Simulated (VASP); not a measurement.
Runs of VASP 6.6.1 on EuBi. The structure is that of space group F-43m (No. 216), or close to it. The cells are those of the table. 

```csv
level,cell,k mesh,smearing,gap on the mesh (eV),pressure (GPa),moment (μB)
LDA,"a = 5.248 Å, angles 60.0°, 2 atoms",8 × 8 × 8,gaussian 0.05 eV,none,-2.2,6.01
PBE,"a = 5.317 Å, angles 60.0°, 2 atoms",8 × 8 × 8,gaussian 0.05 eV,none,(a),6.00
PBE,"a = 5.248 Å, angles 60.0°, 2 atoms",10 × 10 × 10,gaussian 0.001 eV,none,-0.1,6.00
PBE,"a = 5.252 Å, angles 60.0°, 2 atoms",8 × 8 × 8,gaussian 0.05 eV,none,-0.2,6.00
PBE,"a = 5.368 Å, angles 60.0°, 2 atoms",8 × 8 × 8,gaussian 0.05 eV,none,(b),7.43
```

Alike in all rows: task single point; potentials or basis VASP PAW PBE potentials, release 64 (Eu, Bi_d); spin collinear, ferromagnetic start; cutoff (eV) 520.

Question: Estimate the missing entries.

Answer: (a) -0.8; (b) -1.0.

Caveats: spin-orbit coupling is left out, which moves the levels of the heavy elements; semilocal functionals describe open f shells poorly, which spoils levels, moments and volumes; the PAW data sets were made with another functional, which shifts forces and pressure a little (at least some runs).

A k mesh can miss the band edges, and the runs leave out spin-orbit coupling on Bi, Eu.

A gap of «none» marks levels without a gap at the run's occupations.
